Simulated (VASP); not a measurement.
Here is a VASP 6.6.1 calculation.

Contents of INCAR:

```
SYSTEM = Mo
PREC = Accurate ; ENCUT = 520
EDIFF = 1E-6 ; ISMEAR = 0
SIGMA = 0.1 ; LREAL = .FALSE.
LASPH = .TRUE. ; NELM = 80
ALGO = Fast ; ISIF = 2
LWAVE = .FALSE. ; LCHARG = .FALSE.
GGA = PS ; NBANDS = 13
ISYM = 0
```

File KPOINTS:

```
regular mesh
0
G
  9 9 37
  0 0 0
```

POSCAR

```
Mo
1.0
    4.4254817181      0.0000000000      0.0000000000
   -2.2127408590      3.8325795918      0.0000000000
    2.2127408590      1.2775265306      0.9033476729
Mo
1
Direct
    0.0000000000      0.0000000000      0.0000000000
```

Potentials or basis: VASP PAW PBE potentials, release 64 (Mo_sv).

Command:

```console
$ cat potpaw_PBE.64/Mo_sv/POTCAR > POTCAR
$ mpirun -np 1 vasp_std > vasp.out
```

Task: What does it give for the pressure?

Result: 0.5 GPa.

Task: Estimate the band gap on the k mesh.

Result: Zero (bands 7 and 8 overlap by 5.27 eV).

Caveat: the PAW data sets were made with another functional, which shifts forces and pressure a little.
